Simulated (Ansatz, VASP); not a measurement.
**One calculation of SrO, two programs**

Contents of INCAR:

```
SYSTEM = SrO
PREC = Accurate
ENCUT = 520
EDIFF = 1E-6
ISMEAR = 0
SIGMA = 0.01
LREAL = .False.
LASPH = .True.
NELM = 100
ALGO = Normal
ISIF = 2
LWAVE = .False.
LCHARG = .False.
GGA = PE
NBANDS = 24
```

File KPOINTS:

```
Automatic mesh
0
Gamma
  6 6 4
  0 0 0
```

Contents of POSCAR:

```
SrO
1.0
    3.5767947459      0.0000000000      0.0000000000
   -1.7883973729      3.0975951140      0.0000000000
    0.0000000000      0.0000000000      6.2429650237
Sr O
2 2
Direct
    0.3333333333      0.6666666667      0.2500000000
    0.6666666667      0.3333333333      0.7500000000
    0.0000000000      0.0000000000      0.0000000000
    0.0000000000      0.0000000000      0.5000000000
```

Input for Ansatz:

```yaml
crystal:
  lattice:
    - [3.5767947459, 0.0, 0.0]
    - [-1.7883973729, 3.097595114, 0.0]
    - [0.0, 0.0, 6.2429650237]
  atoms:
    - { symbol: Sr, position: [0.3333333333, 0.6666666667, 0.25] }
    - { symbol: Sr, position: [0.6666666667, 0.3333333333, 0.75] }
    - { symbol: O, position: [0.0, 0.0, 0.0] }
    - { symbol: O, position: [0.0, 0.0, 0.5] }
kpoints:
  mp_grid: { grid: [6, 6, 4] }
hamiltonian:
  xc: pbe
scf:
  occupations: { method: fixed }
  n_extra_bands: 5
output:
  forces: true
  stress: true
  eigenvalues: true
```

Alike in both runs: task single point; functional PBE; k mesh 6 × 6 × 4; no spin polarisation.

|  | VASP | Ansatz |
| --- | --- | --- |
| version | VASP 6.6.1 | Ansatz 0.2.0 |
| potentials or method | VASP PAW PBE potentials, release 64 (Sr_sv, O) | plane waves, PAW |
| plane-wave cutoff (eV) | 520 | 420 |
| occupations | gaussian, width 0.01 eV | fixed |
| valence electrons in the cell | 32 | 32 |

```csv
,VASP,Ansatz,Ansatz less VASP
gap on the k mesh at the Fermi level (eV),2.97,2.97,+0.004
pressure (GPa),0.5,0.0,-0.51
```
